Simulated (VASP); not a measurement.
Crystal: InGa2N3.

```
In Ga N
1.0
     3.35160    0.00000    0.00000
     0.00000    3.35160    0.00000
     0.00000    0.00000    7.44527
In Ga N
1 2 3
Cartesian
  1.6758 1.6758 0.0000
  1.6758 0.0000 5.5086
  0.0000 1.6758 1.9367
  1.6758 0.0000 2.8556
  0.0000 1.6758 4.5897
  0.0000 0.0000 0.0000
```

Base run:

| Quantity | Value |
| --- | --- |
| Program | VASP 6.6.1 |
| Functional | PBE |
| Potentials or basis | VASP PAW PBE potentials, release 64 (In_d, Ga_d, N) |
| Cutoff | 520 eV |
| k mesh | 6 × 6 × 4 |
| Occupations | gaussian, width 0.1 eV |
| Spin | collinear spin, ferromagnetic start |
| Starting moments | [0.0, 0.0, 0.0, 1.0, 1.0, 1.0] μB |

Its results: pressure -4.3 GPa; largest force 5.018 eV/Å.

Problem. The run is repeated on the same cell with these changes: spin from collinear spin, ferromagnetic start to no spin polarisation; further incar settings from ALGO = Normal; EDIFF = 1e-06; NBANDS = 40 to ALGO = Normal; EDIFF = 1e-07; NBANDS = 36. What comes out?

Solution. Pressure -5.4 GPa; largest force 5.148 eV/Å.

Caveats: forces of over 1 eV/Å act on the atoms, so gaps and moduli don't describe the material at rest.
